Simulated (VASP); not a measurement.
# AlO2 (Pnma) in VASP: single point with PBE

Aim: the single point of AlO2 with PBE.

Everything below comes from runs of VASP 6.6.1. Logs are shortened: lines on timing, memory, paths and dates and some standing lists are left out, and cuts for length are marked.

## (1) The cell of the first run

It takes space group Pnma (No. 62, orthorhombic). The conventional cell has a = 9.360 Å, b = 2.916 Å, c = 4.809 Å, α = 90.00°, β = 90.00°, γ = 90.00°. Within 2.4 Å of Al (site symmetry m) lie 6 O at 1.81 to 2.13 Å. Within 2.4 Å of O (site symmetry m) lie 3 Al at 1.81 to 1.82 Å. O (site symmetry m) has 3 Al at 1.89 to 2.13 Å and 2 O at 2.16 Å within 2.5 Å.

## (2) Single point, PBE, collinear spin, ferromagnetic start

File INCAR:

```
SYSTEM = AlO2
  ALGO = Normal
  EDIFF = 1E-6
  ENCUT = 520
  GGA = PE
  ISIF = 2
  ISMEAR = 0
  ISPIN = 2
  LASPH = .True.
  LCHARG = .False.
  LORBIT = 11
  LREAL = .False.
  LWAVE = .False.
  MAGMOM = 0 0 0 0 1 1 1 1 1 1 1 1
  NBANDS = 46
  NELM = 150
  PREC = Accurate
  SIGMA = 0.1
```

File KPOINTS:

```
k-points
0
Gamma
  2 6 4
  0 0 0
```

File POSCAR:

```
AlO2
1.0
    9.3597739203      0.0000000000      0.0000000000
    0.0000000000      2.9157759101      0.0000000000
    0.0000000000      0.0000000000      4.8086954243
Al O
4 8
Direct
    0.1629314313      0.2500000000      0.9571046217
    0.8370685687      0.7500000000      0.0428953783
    0.3370685687      0.7500000000      0.4571046217
    0.6629314313      0.2500000000      0.5428953783
    0.7714675947      0.2500000000      0.2315232439
    0.2285324053      0.7500000000      0.7684767561
    0.7285324053      0.7500000000      0.7315232439
    0.2714675947      0.2500000000      0.2684767561
    0.9688904620      0.2500000000      0.8450794505
    0.0311095380      0.7500000000      0.1549205495
    0.5311095380      0.7500000000      0.3450794505
    0.4688904620      0.2500000000      0.6549205495
```

Potentials or basis: VASP PAW PBE potentials, release 64 (Al, O).

Command:

```console
cat potpaw_PBE.64/Al/POTCAR potpaw_PBE.64/O/POTCAR > POTCAR
mpirun -np 1 vasp_std > vasp.out
```

OUTCAR:

```text
SYSTEM = AlO2
   EDIFF = 1E-6
   ENCUT = 520
   GGA = PE
   ISIF = 2
   ISMEAR = 0
   ISPIN = 2
   LASPH = .True.
   LORBIT = 11
   LREAL = .False.
   NELM = 150
   PREC = Accurate

 ion  position               nearest neighbor table
   1  0.163  0.250  0.957-   8 1.81   6 1.82   6 1.82   9 1.89  10 2.13  10 2.13   3 3.25   3 3.25
                             3 3.25   3 3.25
   2  0.837  0.750  0.043-   7 1.81   5 1.82   5 1.82  10 1.89   9 2.13   9 2.13   4 3.25   4 3.25
                             4 3.25   4 3.25
   3  0.337  0.750  0.457-   6 1.81   8 1.82   8 1.82  11 1.89  12 2.13  12 2.13   1 3.25   1 3.25
                             1 3.25   1 3.25
   4  0.663  0.250  0.543-   5 1.81   7 1.82   7 1.82  12 1.89  11 2.13  11 2.13   2 3.25   2 3.25
                             2 3.25   2 3.25
   5  0.771  0.250  0.232-   4 1.81   2 1.82   2 1.82
   6  0.229  0.750  0.768-   3 1.81   1 1.82   1 1.82
   7  0.729  0.750  0.732-   2 1.81   4 1.82   4 1.82
   8  0.271  0.250  0.268-   1 1.81   3 1.82   3 1.82
   9  0.969  0.250  0.845-   1 1.89   2 2.13   2 2.13
  10  0.031  0.750  0.155-   2 1.89   1 2.13   1 2.13
  11  0.531  0.750  0.345-   3 1.89   4 2.13   4 2.13
  12  0.469  0.250  0.655-   4 1.89   3 2.13   3 2.13

  LATTYP: Found a simple orthorhombic cell.
 ALAT       =     2.9157759101
 B/A-ratio  =     1.6491992432
 C/A-ratio  =     3.2100456993

  Lattice vectors:

 A1 = (   0.0000000000,   2.9157759101,   0.0000000000)
 A2 = (   0.0000000000,   0.0000000000,   4.8086954243)
 A3 = (   9.3597739203,   0.0000000000,   0.0000000000)

Analysis of symmetry for initial positions (statically):
=====================================================================
 Subroutine PRICEL returns:
 Original cell was already a primitive cell.

 Routine SETGRP: Setting up the symmetry group for a
 simple orthorhombic supercell.

 Subroutine GETGRP returns: Found  8 space group operations
 (whereof  2 operations were pure point group operations)
 out of a pool of  8 trial point group operations.

The static configuration has the point symmetry S_2 .
 The point group associated with its full space group is D_2h.

Analysis of symmetry for dynamics (positions and initial velocities):
=====================================================================
 Subroutine PRICEL returns:
 Original cell was already a primitive cell.

 Routine SETGRP: Setting up the symmetry group for a
 simple orthorhombic supercell.

 Subroutine GETGRP returns: Found  8 space group operations
 (whereof  2 operations were pure point group operations)
 out of a pool of  8 trial point group operations.

The dynamic configuration has the point symmetry S_2 .
 The point group associated with its full space group is D_2h.

Analysis of structural, dynamic, and magnetic symmetry:
=====================================================================
 Subroutine PRICEL returns:
 Original cell was already a primitive cell.

 Routine SETGRP: Setting up the symmetry group for a
 simple orthorhombic supercell.

 Subroutine GETGRP returns: Found  8 space group operations
 (whereof  2 operations were pure point group operations)
 out of a pool of  8 trial point group operations.

The overall configuration has the point symmetry S_2 .
 The point group associated with its full space group is D_2h.

 Subroutine INISYM returns: Found  8 space group operations
 (whereof  2 operations are pure point group operations),
 and found     1 'primitive' translations

----------------------------------------------------------------------------------------

                                     Primitive cell

  volume of cell :     131.2341

  direct lattice vectors                    reciprocal lattice vectors
     9.359773920  0.000000000  0.000000000     0.106840187  0.000000000  0.000000000
     0.000000000  2.915775910  0.000000000     0.000000000  0.342961884  0.000000000
     0.000000000  0.000000000  4.808695424     0.000000000  0.000000000  0.207956610

  length of vectors
     9.359773920  2.915775910  4.808695424     0.106840187  0.342961884  0.207956610

  position of ions in fractional coordinates (direct lattice)
     0.162931431  0.250000000  0.957104622
     0.837068569  0.750000000  0.042895378
     0.337068569  0.750000000  0.457104622
     0.662931431  0.250000000  0.542895378
     0.771467595  0.250000000  0.231523244
     0.228532405  0.750000000  0.768476756
     0.728532405  0.750000000  0.731523244
     0.271467595  0.250000000  0.268476756
     0.968890462  0.250000000  0.845079451
     0.031109538  0.750000000  0.154920549
     0.531109538  0.750000000  0.345079451
     0.468890462  0.250000000  0.654920549

  ion indices of the primitive-cell ions
   primitive index   ion index
                 1           1
                 2           2
                 3           3
                 4           4
[... 23 lines left out ...]

  Length of vectors
     0.053420094  0.057160314  0.051989153

  Shift w.r.t. Gamma in fractional coordinates (k-lattice)
     0.000000000  0.000000000  0.000000000

 Subroutine IBZKPT returns following result:
 ===========================================

 Found     24 irreducible k-points:

 Following reciprocal coordinates:
            Coordinates               Weight
  0.000000  0.000000  0.000000      1.000000
  0.500000  0.000000  0.000000      1.000000
  0.000000  0.166667  0.000000      2.000000
  0.500000  0.166667  0.000000      2.000000
  0.000000  0.333333  0.000000      2.000000
  0.500000  0.333333  0.000000      2.000000
[... 16 lines left out ...]
  0.000000  0.500000  0.500000      1.000000
  0.500000  0.500000  0.500000      1.000000
   k-points           NKPTS =     24   k-points in BZ     NKDIM =     24   number of bands    NBANDS=     46
   number of dos      NEDOS =    301   number of ions     NIONS =     12
   total plane-waves  NPLWV =  60480
   dimension x,y,z NGX =    70 NGY =   24 NGZ =   36
   dimension x,y,z NGXF=   140 NGYF=   48 NGZF=   72
   ions per type =               4   8
   NGX,Y,Z   is equivalent  to a cutoff of  12.43, 13.68, 12.45 a.u.
   NGXF,Y,Z  is equivalent  to a cutoff of  24.87, 27.37, 24.89 a.u.
 SYSTEM =  AlO2
   PREC   = accura    normal or accurate (medium, high low for compatibility)
   ISTART =      0    job   : 0-new  1-cont  2-samecut
   ICHARG =      2    charge: 1-file 2-atom 10-const
   ISPIN  =      2    spin polarized calculation?
   LNONCOLLINEAR =      F non collinear calculations
   LSORBIT =      F    spin-orbit coupling
   LASPH  =      T    aspherical Exc in radial PAW
   ENCUT  =  520.0 eV  38.22 Ry    6.18 a.u.  17.40  5.42  8.94*2*pi/ulx,y,z
   NELM   =    150;   NELMIN=  2; NELMDL= -5     # of ELM steps
   EDIFF  = 0.1E-05   stopping-criterion for ELM
   LREAL  =      F    real-space projection
[... 7 lines left out ...]
   TEBEG  =    0.0;   TEEND  =   0.0 temperature during run
   PSTRESS=    0.0 pullay stress
   NELECT =      60.0000    total number of electrons
   NUPDOWN=      -1.0000    fix difference up-down
   EMIN   =  10.00;   EMAX   =-10.00  energy-range for DOS
   EFERMI =   0.00;   METHOD = LEGACY
   ISMEAR =     0;   SIGMA  =   0.10  broadening in eV -4-tet -1-fermi 0-gaus
   EFERMI_NEDOS =   21; number of points for ismear=-14 and -15
   IALGO  =     38    algorithm
   IMIX   =      4    mixing-type and parameters
     AMIX     =   0.40;   BMIX     =  1.00
     AMIX_MAG =   1.60;   BMIX_MAG =  1.00
  volume/ion in A,a.u.               =      10.94        73.80
  Fermi-wavevector in a.u.,A,eV,Ry     =   1.261178  2.383280 21.641012  1.590569
  Thomas-Fermi vector in A             =   2.394650
   LORBIT       =     11    0 simple, 1 ext, 2 COOP (PROOUT), +10 PAW based schemes
   GGA     = PE    functional components
   LHFCALC =     F    Hartree Fock is set to
   AEXX    =    0.0000 exact exchange contribution
   IVDW    =     0    specifies the selected vdW correction
   LEPSILON=     F    determine dielectric tensor
   LRPA    =     F    only Hartree local field effects (RPA)
 spin polarized calculation
 Gauss-broadening in eV      SIGMA  =   0.10
  energy-cutoff  :      520.00
  volume of cell :      131.23
 maximum number of plane-waves:      3561
 NGX is ok and might be reduce to    70
   NGX = 35   NGY = 11   NGZ = 17

 number of electron      59.9999980 magnetization       3.9996516

 Free energy of the ion-electron system (eV)
  ---------------------------------------------------
  ext. energy  EPLUGINS =         0.00000000
  ---------------------------------------------------
  free energy    TOTEN  =       -80.58713719 eV

  energy without entropy =      -80.58640915  energy(sigma->0) =      -80.58677317

 E-fermi :   3.0411     XC(G=0): -10.0239

 val. band max:        2.9642144755   @ k =   0.0000   0.0000   0.0000
 cond. band min:       3.1466172197   @ k =   0.0000   0.3333   0.0000
 fundamental gap:      0.1824027441
 Fermi energy:         3.0410658517

 spin component 1

 k-point     1 :       0.0000    0.0000    0.0000
  band No.  band energies     occupation
      1     -16.9889      1.00000
      2     -16.7655      1.00000
      3     -15.1944      1.00000
      4     -14.7141      1.00000
      5     -14.2324      1.00000
      6     -13.9658      1.00000
[... 1069 lines left out ...]
     41      15.3548      0.00000
     42      15.3548      0.00000
 Fermi energy:         3.0410658517

 spin component 2

 k-point     1 :       0.0000    0.0000    0.0000
  band No.  band energies     occupation
      1     -15.9606      1.00000
      2     -15.4122      1.00000
      3     -15.0626      1.00000
      4     -14.2616      1.00000
      5     -13.9291      1.00000
      6     -13.8499      1.00000
[... 1069 lines left out ...]
     41      15.5340      0.00000
     42      15.5340      0.00000
 [bands above 42 left out]

------------------------ aborting loop because EDIFF is reached ----------------------------------------

  FORCE on cell =-STRESS in cart. coord.  units (eV):
  Direction    XX          YY          ZZ          XY          YZ          ZX
  --------------------------------------------------------------------------------------
  -------------------------------------------------------------------------------------
  Total       -0.0887385      0.1919931      0.1222080      0.0000000      0.0000000      0.0000000
  in kB       -1.0833677      2.3439562      1.4919816      0.0000000      0.0000000      0.0000000
  external PRESSURE =       0.9175234 kB  Pullay stress =       0.0000000 kB

 VOLUME and BASIS-vectors are now :
 -----------------------------------------------------------------------------
  energy-cutoff  :      520.00
  volume of cell :      131.23
      direct lattice vectors                 reciprocal lattice vectors
     9.359773920  0.000000000  0.000000000     0.106840187  0.000000000  0.000000000
     0.000000000  2.915775910  0.000000000     0.000000000  0.342961884  0.000000000
     0.000000000  0.000000000  4.808695424     0.000000000  0.000000000  0.207956610

 POSITION                                       TOTAL-FORCE (eV/Angst)
 -----------------------------------------------------------------------------------
      1.52500      0.72894      4.60242        -0.020584     -0.000000     -0.007735
      7.83477      2.18683      0.20627         0.020584     -0.000000      0.007735
      3.15489      2.18683      2.19808         0.020584     -0.000000     -0.007735
      6.20489      0.72894      2.61062        -0.020584     -0.000000      0.007735
      7.22076      0.72894      1.11332        -0.008726     -0.000000     -0.010876
      2.13901      2.18683      3.69537         0.008726     -0.000000      0.010876
      6.81890      2.18683      3.51767         0.008726     -0.000000     -0.010876
      2.54088      0.72894      1.29102        -0.008726      0.000000      0.010876
      9.06860      0.72894      4.06373        -0.028771     -0.000000     -0.004005
      0.29118      2.18683      0.74497         0.028771      0.000000      0.004005
      4.97107      2.18683      1.65938         0.028771      0.000000     -0.004005
      4.38871      0.72894      3.14931        -0.028771     -0.000000      0.004005
 -----------------------------------------------------------------------------------
    total drift:                                0.000000     -0.000000     -0.000000

  FREE ENERGIE OF THE ION-ELECTRON SYSTEM (eV)
  ---------------------------------------------------
  free  energy   TOTEN  =       -80.5871371913 eV

  energy  without entropy=      -80.5864091545  energy(sigma->0) =      -80.58677317

 total charge

# of ion       s       p       d       tot
------------------------------------------
    1        0.317   0.396   0.000   0.713
    2        0.317   0.396   0.000   0.713
    3        0.317   0.396   0.000   0.713
    4        0.317   0.396   0.000   0.713
    5        1.546   3.626   0.000   5.172
    6        1.546   3.626   0.000   5.172
    7        1.546   3.626   0.000   5.172
    8        1.546   3.626   0.000   5.172
    9        1.598   3.292   0.000   4.890
   10        1.598   3.292   0.000   4.890
   11        1.598   3.292   0.000   4.890
   12        1.598   3.292   0.000   4.890
--------------------------------------------------
tot         13.843  29.258   0.000  43.102

 magnetization (x)

# of ion       s       p       d       tot
------------------------------------------
    1       -0.005  -0.006   0.000  -0.011
    2       -0.005  -0.006   0.000  -0.011
    3       -0.005  -0.006   0.000  -0.011
    4       -0.005  -0.006   0.000  -0.011
    5        0.001   0.056   0.000   0.056
    6        0.001   0.056   0.000   0.056
    7        0.001   0.056   0.000   0.056
    8        0.001   0.056   0.000   0.056
    9        0.011   0.794   0.000   0.805
   10        0.011   0.794   0.000   0.805
   11        0.011   0.794   0.000   0.805
   12        0.011   0.794   0.000   0.805
--------------------------------------------------
tot          0.027   3.372   0.000   3.399
```

It took 9 min on 1 thread of AMD EPYC 7R13, shared host; peak memory 0.35 GiB.

What came out:

| Property | Result |
| --- | --- |
| Free energy | -80.5871 eV |
| Pressure | 0.1 GPa |
| Largest force | 0.029 eV/Å |
| Band gap on the k mesh | 0.18 eV (least direct gap 0.42 eV) |
| Net moment | 4.00 μB per cell |
| Site moments | Al -0.01; O +0.06, +0.81 (each value once) μB |
| Valence electrons inside the program's atomic spheres | Al 0.71; O 5.17, 4.89 (each value once) |

Forces on the atoms (eV/Å):
```
Al  -0.021  0.000 -0.008
Al   0.021  0.000  0.008
Al   0.021  0.000 -0.008
Al  -0.021  0.000  0.008
O   -0.009  0.000 -0.011
O    0.009  0.000  0.011
O    0.009  0.000 -0.011
O   -0.009  0.000  0.011
O   -0.029  0.000 -0.004
O    0.029  0.000  0.004
O    0.029  0.000 -0.004
O   -0.029  0.000  0.004
```

Stress tensor (GPa, compression positive):
```
-0.11  0.00  0.00
 0.00  0.23  0.00
 0.00  0.00  0.15
```

Levels at points of the mesh, in eV from the valence-band top:
Spin up:
```
           k point  band 29  band 30  band 31  band 32  band 33  band 34  band 35  band 36
(0.00, 0.00, 0.00)    -1.21    -1.11    -0.53    -0.24     5.48     7.35     8.66     8.77
(0.50, 0.00, 0.00)    -1.17    -1.17    -0.36    -0.36     6.28     6.28     9.03     9.03
(0.00, 0.50, 0.00)    -1.23    -1.23    -0.76    -0.76     9.69     9.69    10.17    10.17
(0.50, 0.50, 0.00)    -0.96    -0.96    -0.96    -0.96     9.90     9.90     9.90     9.90
(0.00, 0.00, 0.50)    -1.21    -1.21    -1.03    -1.03     7.63     7.63     8.84     8.84
(0.50, 0.00, 0.50)    -1.23    -1.23    -0.92    -0.92     7.88     7.88     8.34     8.34
(0.00, 0.50, 0.50)    -0.94    -0.94    -0.76    -0.76     9.04     9.04     9.17     9.17
(0.50, 0.50, 0.50)    -0.83    -0.83    -0.83    -0.83     9.26     9.26     9.26     9.26
```
Spin down:
```
           k point  band 25  band 26  band 27  band 28  band 29  band 30  band 31  band 32
(0.00, 0.00, 0.00)    -1.61    -0.90    -0.60     0.00     0.42     0.66     0.70     0.80
(0.50, 0.00, 0.00)    -1.47    -1.47    -0.33    -0.33     0.67     0.67     0.68     0.68
(0.00, 0.50, 0.00)    -1.30    -1.30    -1.11    -1.11     0.66     0.66     0.76     0.76
(0.50, 0.50, 0.00)    -1.20    -1.20    -1.20    -1.20     0.70     0.70     0.70     0.70
(0.00, 0.00, 0.50)    -1.48    -1.48    -0.72    -0.72     0.35     0.35     0.65     0.65
(0.50, 0.00, 0.50)    -1.61    -1.61    -1.02    -1.02     0.44     0.44     0.65     0.65
(0.00, 0.50, 0.50)    -1.03    -1.03    -0.78    -0.78     0.84     0.84     0.87     0.87
(0.50, 0.50, 0.50)    -0.93    -0.93    -0.93    -0.93     0.87     0.87     0.87     0.87
```

Caveat: semilocal functionals underestimate gaps, and a narrow one can read as zero. A k mesh can miss the band edges.
